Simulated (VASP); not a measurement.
A run of VASP 6.6.1:

The input INCAR:

```
PREC     = Accurate       # precision mode
ENCUT    = 520            # plane-wave cutoff, eV
EDIFF    = 1E-6           # SCF threshold, eV
ISMEAR   = 0              # smearing method
SIGMA    = 0.05           # smearing width, eV
LREAL    = False          # projectors in reciprocal space
LASPH    = True           # aspherical terms in the spheres
NELM     = 80             # most SCF steps
ALGO     = Normal         # electronic algorithm
ISIF     = 2              # what is computed and relaxed
LWAVE    = False          # write WAVECAR
LCHARG   = True           # write CHGCAR
GGA      = PE             # functional
LELF     = True           # ELF
LVHAR    = True         
NBANDS   = 17             # bands
```

File KPOINTS:

```
regular mesh
0
Gamma
  6 6 6
```

File POSCAR:

```
TePb
1.0
    0.0000000000      3.2471550000      3.1989307195
    3.2471550000      0.0000000000      3.1989307195
    3.2471550000      3.2471550000      0.0000000000
Te Pb
1 1
Direct
    0.5000000000      0.5000000000      0.5000000000
    0.0000000000      0.0000000000      0.0000000000
```

Potentials or basis: VASP PAW PBE potentials, release 64 (Te, Pb_d).

Run with:

```sh
$ cat potpaw_PBE.64/Te/POTCAR potpaw_PBE.64/Pb_d/POTCAR > POTCAR
$ mpirun -np 1 vasp_std > vasp.out
```

Hardware: 1 thread of Intel(R) Xeon(R) Platinum 8559C (Emerald Rapids) (shared host).

How long does it take, and how much memory?

It took 16 s on 1 thread of Intel(R) Xeon(R) Platinum 8559C (Emerald Rapids), with other jobs on the host, peak memory 0.21 GiB. Counts: scf iterations 12, k points 30.
